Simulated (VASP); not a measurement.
# Hf (P6_3/mmc) in VASP: notebook

Aim: see how the results for Hf move with the level of theory and the settings. Levels: PBE, PBEsol. Tasks: relaxation of cell and atoms, single point.

Program: VASP 6.6.1. These are calculated values, not measurements. Logs are shortened: lines on timing, memory, paths and dates and some standing lists are left out, and cuts for length are marked.

**1. The cell of the first run**

Symmetry: P6_3/mmc, No. 194, hexagonal system. Conventional cell: a = 3.197 Å, b = 3.197 Å, c = 5.058 Å, α = 90.00°, β = 90.00°, γ = 120.00°. Within 4.1 Å of Hf (site symmetry -6m2) lie 12 Hf at 3.13 to 3.20 Å.

**2. Relaxation of cell and atoms, PBE**

INCAR reads:

```
ALGO = Normal
EDIFF = 1E-7
EDIFFG = -0.005
ENCUT = 600
GGA = PE
IBRION = 2
ISIF = 3
ISMEAR = -1
LASPH = True
LCHARG = False
LREAL = False
LWAVE = False
NELM = 60
NSW = 80
PREC = Accurate
SIGMA = 0.05
```

KPOINTS reads:

```
k-points
0
Gamma
  10 10 5
```

POSCAR reads:

```
Hf
1.0
    3.1967000000      0.0000000000      0.0000000000
   -1.5983500000      2.7684234083      0.0000000000
    0.0000000000      0.0000000000      5.0578000000
Hf
2
Direct
    0.6666666667      0.3333333333      0.7500000000
    0.3333333333      0.6666666667      0.2500000000
```

Potentials or basis: VASP PAW PBE potentials, release 64 (Hf_pv).

The run is started by

```bash
$ cat potpaw_PBE.64/Hf_pv/POTCAR > POTCAR
$ mpirun -np 1 vasp_std > vasp.out
```

OUTCAR:

```text
EDIFF = 1E-7
   EDIFFG = -0.005
   ENCUT = 600
   GGA = PE
   IBRION = 2
   ISIF = 3
   ISMEAR = -1
   LASPH = True
   LREAL = False
   NELM = 60
   NSW = 80
   PREC = Accurate

 ion  position               nearest neighbor table
   1  0.667  0.333  0.750-   2 3.13   2 3.13   2 3.13   2 3.13   2 3.13   2 3.13
   2  0.333  0.667  0.250-   1 3.13   1 3.13   1 3.13   1 3.13   1 3.13   1 3.13

  LATTYP: Found a hexagonal cell.
 ALAT       =     3.1967000000
 C/A-ratio  =     1.5821941377

  Lattice vectors:

 A1 = (   3.1967000000,   0.0000000000,   0.0000000000)
 A2 = (  -1.5983500000,   2.7684234083,   0.0000000000)
 A3 = (   0.0000000000,   0.0000000000,   5.0578000000)

Analysis of symmetry for initial positions (statically):
=====================================================================
 Subroutine PRICEL returns:
 Original cell was already a primitive cell.

 Routine SETGRP: Setting up the symmetry group for a
 hexagonal supercell.

 Subroutine GETGRP returns: Found 24 space group operations
 (whereof 12 operations were pure point group operations)
 out of a pool of 24 trial point group operations.

The static configuration has the point symmetry D_3d.
 The point group associated with its full space group is D_6h.

Analysis of symmetry for dynamics (positions and initial velocities):
=====================================================================
 Subroutine PRICEL returns:
 Original cell was already a primitive cell.

 Routine SETGRP: Setting up the symmetry group for a
 hexagonal supercell.

 Subroutine GETGRP returns: Found 24 space group operations
 (whereof 12 operations were pure point group operations)
 out of a pool of 24 trial point group operations.

The dynamic configuration has the point symmetry D_3d.
 The point group associated with its full space group is D_6h.

 Subroutine INISYM returns: Found 24 space group operations
 (whereof 12 operations are pure point group operations),
 and found     1 'primitive' translations

----------------------------------------------------------------------------------------

                                     Primitive cell

  volume of cell :      44.7606

  direct lattice vectors                    reciprocal lattice vectors
     3.196700000  0.000000000  0.000000000     0.312822598  0.180608211  0.000000000
    -1.598350000  2.768423408  0.000000000     0.000000000  0.361216423  0.000000000
     0.000000000  0.000000000  5.057800000     0.000000000  0.000000000  0.197714421

  length of vectors
     3.196700000  3.196700000  5.057800000     0.361216423  0.361216423  0.197714421

  position of ions in fractional coordinates (direct lattice)
     0.666666667  0.333333333  0.750000000
     0.333333333  0.666666667  0.250000000

  ion indices of the primitive-cell ions
   primitive index   ion index
                 1           1
                 2           2

----------------------------------------------------------------------------------------

 KPOINTS: k-points

Automatic generation of k-mesh.
 Grid dimensions read from file:
 generate k-points for:   10   10    5

 Generating k-lattice:

  Cartesian coordinates                     Fractional coordinates (reciprocal lattice)
     0.031282260  0.018060821  0.000000000     0.100000000 -0.000000000  0.000000000
     0.000000000  0.036121642  0.000000000     0.000000000  0.100000000  0.000000000
     0.000000000  0.000000000  0.039542884     0.000000000  0.000000000  0.200000000

  Length of vectors
     0.036121642  0.036121642  0.039542884

  Shift w.r.t. Gamma in fractional coordinates (k-lattice)
     0.000000000  0.000000000  0.000000000

 Subroutine IBZKPT returns following result:
 ===========================================

 Found     42 irreducible k-points:

 Following reciprocal coordinates:
            Coordinates               Weight
  0.000000  0.000000  0.000000      1.000000
  0.100000  0.000000  0.000000      6.000000
  0.200000  0.000000  0.000000      6.000000
  0.300000  0.000000  0.000000      6.000000
  0.400000  0.000000  0.000000      6.000000
  0.500000  0.000000  0.000000      3.000000
[... 16 lines left out ...]
  0.300000  0.100000  0.200000     24.000000
  0.400000  0.100000  0.200000     24.000000
 [... further k-points ...]
   k-points           NKPTS =     42   k-points in BZ     NKDIM =     42   number of bands    NBANDS=     14
   number of dos      NEDOS =    301   number of ions     NIONS =      2
   total plane-waves  NPLWV =  31360
   dimension x,y,z NGX =    28 NGY =   28 NGZ =   40
   dimension x,y,z NGXF=    56 NGYF=   56 NGZF=   80
   ions per type =               2
   NGX,Y,Z   is equivalent  to a cutoff of  14.56, 14.56, 13.15 a.u.
   NGXF,Y,Z  is equivalent  to a cutoff of  29.12, 29.12, 26.30 a.u.
 SYSTEM =  unknown system
   PREC   = accura    normal or accurate (medium, high low for compatibility)
   ISTART =      0    job   : 0-new  1-cont  2-samecut
   ICHARG =      2    charge: 1-file 2-atom 10-const
   ISPIN  =      1    spin polarized calculation?
   LNONCOLLINEAR =      F non collinear calculations
   LSORBIT =      F    spin-orbit coupling
   LASPH  =      T    aspherical Exc in radial PAW
   ENCUT  =  600.0 eV  44.10 Ry    6.64 a.u.   6.38  6.38 10.10*2*pi/ulx,y,z
   NELM   =     60;   NELMIN=  2; NELMDL= -5     # of ELM steps
   EDIFF  = 0.1E-06   stopping-criterion for ELM
   LREAL  =      F    real-space projection
   EDIFFG = -.5E-02   stopping-criterion for IOM
   NSW    =     80    number of steps for IOM
   IBRION =      2    ionic relax: 0-MD 1-quasi-New 2-CG
   NFREE  =      1    steps in history (QN), initial steepest desc. (CG)
   ISIF   =      3    stress and relaxation
   ISYM   =      2    0-nonsym 1-usesym 2-fastsym
   POTIM  = 0.5000    time-step for ionic-motion
   TEBEG  =    0.0;   TEEND  =   0.0 temperature during run
   PSTRESS=    0.0 pullay stress
   NELECT =      20.0000    total number of electrons
   NUPDOWN=      -1.0000    fix difference up-down
   EMIN   =  10.00;   EMAX   =-10.00  energy-range for DOS
   EFERMI =   0.00;   METHOD = LEGACY
   ISMEAR =    -1;   SIGMA  =   0.05  broadening in eV -4-tet -1-fermi 0-gaus
   EFERMI_NEDOS =   21; number of points for ismear=-14 and -15
   IALGO  =     38    algorithm
   IMIX   =      4    mixing-type and parameters
     AMIX     =   0.40;   BMIX     =  1.00
     AMIX_MAG =   1.60;   BMIX_MAG =  1.00
  volume/ion in A,a.u.               =      22.38       151.03
  Fermi-wavevector in a.u.,A,eV,Ry     =   1.251563  2.365112 21.312311  1.566411
  Thomas-Fermi vector in A             =   2.385505
   LORBIT       =      0    0 simple, 1 ext, 2 COOP (PROOUT), +10 PAW based schemes
   GGA     = PE    functional components
   LHFCALC =     F    Hartree Fock is set to
   AEXX    =    0.0000 exact exchange contribution
   IVDW    =     0    specifies the selected vdW correction
   LEPSILON=     F    determine dielectric tensor
   LRPA    =     F    only Hartree local field effects (RPA)
 conjugate gradient relaxation of ions
 non-spin polarized calculation
  energy-cutoff  :      600.00
  volume of cell :       44.76
 maximum number of plane-waves:      1518
 NGX is ok and might be reduce to    28
   NGX = 13   NGY = 13   NGZ = 21

--------------------------------------- Ionic step        1  -------------------------------------------

 number of electron      20.0000001 magnetization

 Free energy of the ion-electron system (eV)
  ---------------------------------------------------
  ext. energy  EPLUGINS =         0.00000000
  ---------------------------------------------------
  free energy    TOTEN  =       -19.85551091 eV

  energy without entropy =      -19.84454963  energy(sigma->0) =      -19.85003027

------------------------ aborting loop because EDIFF is reached ----------------------------------------

  FORCE on cell =-STRESS in cart. coord.  units (eV):
  Direction    XX          YY          ZZ          XY          YZ          ZX
  --------------------------------------------------------------------------------------
  -------------------------------------------------------------------------------------
  Total        0.0863523      0.0863523     -0.0374004      0.0000000      0.0000000      0.0000000
  in kB        3.0909231      3.0909231     -1.3387232      0.0000000      0.0000000      0.0000000
  external PRESSURE =       1.6143743 kB  Pullay stress =       0.0000000 kB

 VOLUME and BASIS-vectors are now :
 -----------------------------------------------------------------------------
  energy-cutoff  :      600.00
  volume of cell :       44.76
      direct lattice vectors                 reciprocal lattice vectors
     3.196700000  0.000000000  0.000000000     0.312822598  0.180608211  0.000000000
    -1.598350000  2.768423408  0.000000000     0.000000000  0.361216423  0.000000000
     0.000000000  0.000000000  5.057800000     0.000000000  0.000000000  0.197714421
[... 109 lines left out ...]
 POSITION                                       TOTAL-FORCE (eV/Angst)
 -----------------------------------------------------------------------------------
      1.60102      0.92435      3.78541         0.000000     -0.000000      0.000000
     -0.00000      1.84870      1.26180        -0.000000      0.000000      0.000000
 -----------------------------------------------------------------------------------
    total drift:                               -0.000000      0.000000     -0.000000

  FREE ENERGIE OF THE ION-ELECTRON SYSTEM (eV)
  ---------------------------------------------------
  free  energy   TOTEN  =       -19.8556786576 eV

  energy  without entropy=      -19.8448342524  energy(sigma->0) =      -19.85025645

--------------------------------------- Ionic step        5  -------------------------------------------

 number of electron      20.0000000 magnetization

 Free energy of the ion-electron system (eV)
  ---------------------------------------------------
  ext. energy  EPLUGINS =         0.00000000
  ---------------------------------------------------
  free energy    TOTEN  =       -19.85568299 eV

  energy without entropy =      -19.84480640  energy(sigma->0) =      -19.85024469

 E-fermi :   4.8934     XC(G=0): -11.2738

 val. band max:        4.8848963294   @ k =   0.0000   0.0000   0.4000
 cond. band min:       4.8954143005   @ k =   0.1000   0.1000   0.2000
 fundamental gap:      0.0105179711
 Fermi energy:         4.8933611048

 k-point     1 :       0.0000    0.0000    0.0000
  band No.  band energies     occupation
      1     -26.1752      2.00000
      2     -25.4338      2.00000
      3     -25.4338      2.00000
      4     -25.3080      2.00000
      5     -25.3046      2.00000
      6     -25.3046      2.00000
      7      -2.4695      2.00000
      8       1.2101      2.00000
      9       5.5671      0.00000
     10       6.0794      0.00000
     11       6.0794      0.00000
     12       6.3937      0.00000
     13       6.9071      0.00000
     14       6.9071      0.00000

 k-point     2 :       0.1000    0.0000    0.0000
  band No.  band energies     occupation
      1     -26.1496      2.00000
      2     -25.4872      2.00000
      3     -25.4518      2.00000
      4     -25.3609      2.00000
      5     -25.3201      2.00000
      6     -25.3117      2.00000
      7      -2.1705      2.00000
      8       1.5021      2.00000
      9       5.1781      0.00670
     10       5.4476      0.00003
[... 362 lines left out ...]
 k-point    24 :       0.4000    0.1000    0.2000
  band No.  band energies     occupation
      1     -26.0253      2.00000
      2     -25.8971      2.00000
      3     -25.7181      2.00000
      4     -25.5997      2.00000
      5     -25.5045      2.00000
      6     -25.4329      2.00000
      7       1.4516      2.00000
      8       2.4229      2.00000
      9       3.2402      2.00000
     10       3.7904      2.00000
     11       5.5446      0.00000
     12       5.8978      0.00000
     13       6.5396      0.00000
     14       9.6631      0.00000

 [... further k-points ...]

------------------------ aborting loop because EDIFF is reached ----------------------------------------

  FORCE on cell =-STRESS in cart. coord.  units (eV):
  Direction    XX          YY          ZZ          XY          YZ          ZX
  --------------------------------------------------------------------------------------
  -------------------------------------------------------------------------------------
  Total        0.0012205      0.0012205      0.0012855     -0.0000000      0.0000000      0.0000000
  in kB        0.0436182      0.0436182      0.0459412     -0.0000000      0.0000000      0.0000000
  external PRESSURE =       0.0443925 kB  Pullay stress =       0.0000000 kB

 VOLUME and BASIS-vectors are now :
 -----------------------------------------------------------------------------
  energy-cutoff  :      600.00
  volume of cell :       44.83
      direct lattice vectors                 reciprocal lattice vectors
     3.201927114 -0.000000000  0.000000000     0.312311919  0.180313370 -0.000000000
    -1.600963557  2.772950222 -0.000000000     0.000000000  0.360626740 -0.000000000
     0.000000000  0.000000000  5.049258934    -0.000000000  0.000000000  0.198048865

 POSITION                                       TOTAL-FORCE (eV/Angst)
 -----------------------------------------------------------------------------------
      1.60096      0.92432      3.78694         0.000000      0.000000      0.000000
     -0.00000      1.84863      1.26231        -0.000000     -0.000000      0.000000
 -----------------------------------------------------------------------------------
    total drift:                               -0.000000      0.000000     -0.000000

  FREE ENERGIE OF THE ION-ELECTRON SYSTEM (eV)
  ---------------------------------------------------
  free  energy   TOTEN  =       -19.8556829905 eV

  energy  without entropy=      -19.8448063989  energy(sigma->0) =      -19.85024469

 reached required accuracy - stopping structural energy minimisation
```

Run time: 56 s. Hardware: 1 thread of Intel Xeon Platinum 8488C (Sapphire Rapids), shared host; peak memory 0.19 GiB.

Results:

| Quantity | Value |
| --- | --- |
| Free energy | -19.8557 eV |
| Relaxed volume | 22.42 Å³/atom |
| Relaxed cell | a = 3.202 Å, b = 3.202 Å, c = 5.049 Å, α = 90.00°, β = 90.00°, γ = 120.00° |
| Space group after relaxing (to 0.05 Å) | P6_3/mmc (No. 194) |
| Energy gained by relaxing | 0.1 meV/atom |
| Ionic steps | 5 |
| Pressure after relaxing | 0.0 GPa |
| Band gap on the k mesh | zero (band 10 reaches 6.08 eV, above the bottom of band 11 at 4.59 eV) |

The path:
```tsv
step	energy change (eV)	largest force (eV/Å)	pressure (GPa)	volume (Å³)
1	0.0000	0.0000	0.16	44.76
2	-0.0001	0.0000	-0.18	44.91
3	-0.0001	0.0000	-0.09	44.87
4	-0.0002	0.0000	0.04	44.82
5	-0.0002	0.0000	0.00	44.83
```

Final structure:
```
CELL_PARAMETERS angstrom
3.20193 0.00000 0.00000
-1.60096 2.77295 0.00000
0.00000 0.00000 5.04926
ATOMIC_POSITIONS crystal
Hf 0.66667 0.33333 0.75000
Hf 0.33333 0.66667 0.25000
```

Caveat: spin-orbit coupling is left out, which moves the levels of the heavy elements.

**3. Relaxation of cell and atoms, PBE, target pressure 2 GPa, at which the enthalpy is minimised**

INCAR reads:

```
SYSTEM = Hf
PREC = Accurate ; ENCUT = 600
EDIFF = 1E-7 ; ISMEAR = -1
SIGMA = 0.05 ; LREAL = .False.
LASPH = .True. ; NELM = 60
ALGO = Normal ; ISIF = 3
LWAVE = .False. ; LCHARG = .False.
GGA = PE ; IBRION = 2
NSW = 80 ; EDIFFG = -0.005
PSTRESS = 20.0
```

KPOINTS reads:

```
Automatic mesh
0
Gamma
  10 10 5
  0 0 0
```

POSCAR is that of step 2.

Potentials or basis: VASP PAW PBE potentials, release 64 (Hf_pv).

The run is started by

```bash
$ cat potpaw_PBE.64/Hf_pv/POTCAR > POTCAR
$ mpirun -np 1 vasp_std > vasp.out
```

Wall time 86 s (1 thread of Intel Xeon Platinum 8488C (Sapphire Rapids), shared host); peak memory 0.2 GiB.

Results (log left out):

```yaml
Free_energy: -19.8508 eV
Relaxed_volume: 22.02 Å³/atom
Relaxed_cell: a = 3.182 Å, b = 3.182 Å, c = 5.022 Å, α = 90.00°, β = 90.00°, γ = 120.00°
Space_group_after_relaxing_to_0.05_Å: P6_3/mmc (No. 194)
Energy_change_on_relaxing_the_enthalpy_is_what_falls: +2.4 meV/atom
Ionic_steps: 8
Pressure_after_relaxing: 2.0 GPa
Band_gap_on_the_k_mesh: zero (band 10 reaches 6.21 eV, above the bottom of band 11 at 4.70 eV)
```

The path:
| step | energy change (eV) | largest force (eV/Å) | pressure (GPa) | volume (Å³) |
| --- | --- | --- | --- | --- |
| 1 | 0.0000 | 0.0000 | 0.16 | 44.76 |
| 2 | 0.0232 | 0.0000 | 4.51 | 43.12 |
| 3 | 0.0048 | 0.0000 | 2.00 | 44.03 |
| 4 | 0.0050 | 0.0000 | 2.04 | 44.02 |
| 5 | 0.0049 | 0.0000 | 2.04 | 44.02 |
| 6 | 0.0049 | 0.0000 | 2.04 | 44.02 |
| 7 | 0.0045 | 0.0000 | 1.96 | 44.05 |
| 8 | 0.0047 | 0.0000 | 2.01 | 44.03 |

Final structure:
```
Hf
1.0
     3.18195    0.00000    0.00000
    -1.59097    2.75565    0.00000
     0.00000    0.00000    5.02183
Hf
2
Direct
  0.66667 0.33333 0.75000
  0.33333 0.66667 0.25000
```

Levels at points of the mesh, in eV from the Fermi level:
```tsv
k point	band 6	band 7	band 8	band 9	band 10	band 11	band 12	band 13	band 14
(0.00, 0.00, 0.00)	-30.13	-7.42	-3.74	0.74	1.20	1.20	1.51	2.04	2.04
(0.50, 0.00, 0.00)	-30.22	-3.37	-2.79	-2.26	-0.77	0.79	0.92	1.75	6.00
```

Caveat: the cell is relaxed towards a set pressure, so the enthalpy falls and the energy may rise; spin-orbit coupling is left out, which moves the levels of the heavy elements.

**4. Relaxation of cell and atoms, PBE, target pressure 5 GPa, at which the enthalpy is minimised**

INCAR reads:

```
SYSTEM = Hf
PREC     = Accurate       ! precision mode
ENCUT    = 600            ! plane-wave cutoff, eV
EDIFF    = 1E-6           ! SCF threshold, eV
ISMEAR   = -1             ! smearing method
SIGMA    = 0.05           ! smearing width, eV
LREAL    = .FALSE.        ! projectors in reciprocal space
LASPH    = .TRUE.         ! aspherical terms in the spheres
NELM     = 80             ! most SCF steps
ALGO     = Normal         ! electronic algorithm
ISIF     = 3              ! what is computed and relaxed
LWAVE    = .FALSE.        ! write WAVECAR
LCHARG   = .FALSE.        ! write CHGCAR
GGA      = PE             ! functional
IBRION   = 2              ! ionic algorithm
NSW      = 80             ! ionic steps
EDIFFG   = -0.005         ! ionic threshold
PSTRESS  = 50.0
```

KPOINTS reads:

```
Automatic mesh
0
G
  10 10 5
  0 0 0
```

POSCAR is that of step 3.

The run is started by

```bash
$ cat potpaw_PBE.64/Hf_pv/POTCAR > POTCAR
$ mpirun -np 1 vasp_std > vasp.out
```

Run time: 52 s. Hardware: 1 thread of Intel Xeon Platinum 8488C (Sapphire Rapids), shared host; peak memory 0.18 GiB.

It converged, with:

```
Free energy                                            : -19.8268 eV
Relaxed volume                                         : 21.47 Å³/atom
Relaxed cell                                           : a = 3.154 Å, b = 3.154 Å, c = 4.984 Å, α = 90.00°, β = 90.00°, γ = 120.00°
Space group after relaxing (to 0.05 Å)                 : P6_3/mmc (No. 194)
Energy change on relaxing (the enthalpy is what falls) : +14.4 meV/atom
Ionic steps                                            : 4
Pressure after relaxing                                : 5.0 GPa
Band gap on the k mesh                                 : zero (band 10 reaches 6.40 eV, above the bottom of band 11 at 4.87 eV)
```

Step by step:
| step | energy change (eV) | largest force (eV/Å) | pressure (GPa) | volume (Å³) |
| --- | --- | --- | --- | --- |
| 1 | 0.0000 | 0.0000 | 0.16 | 44.76 |
| 2 | 0.1620 | 0.0000 | 13.01 | 40.52 |
| 3 | 0.0276 | 0.0000 | 4.93 | 42.97 |
| 4 | 0.0287 | 0.0000 | 5.03 | 42.93 |

Final structure:
```xyz
2
Lattice="3.1539 0.0000 0.0000 -1.5770 2.7314 0.0000 0.0000 0.0000 4.9837" Properties=species:S:1:pos:R:3 pbc="T T T"
Hf    1.5770    0.9105    3.7378
Hf    0.0000    1.8209    1.2459
```

Levels at points of the mesh, in eV from the Fermi level:
```tsv
k point	band 6	band 7	band 8	band 9	band 10	band 11	band 12	band 13	band 14
(0.00, 0.00, 0.00)	-30.03	-7.50	-3.81	0.83	1.21	1.21	1.52	2.08	2.08
(0.50, 0.00, 0.00)	-30.13	-3.40	-2.88	-2.33	-0.71	0.80	0.96	1.79	6.19
```

Caveat: the cell is relaxed towards a set pressure, so the enthalpy falls and the energy may rise; spin-orbit coupling is left out, which moves the levels of the heavy elements.

(Part 1 of 2 ends here.)
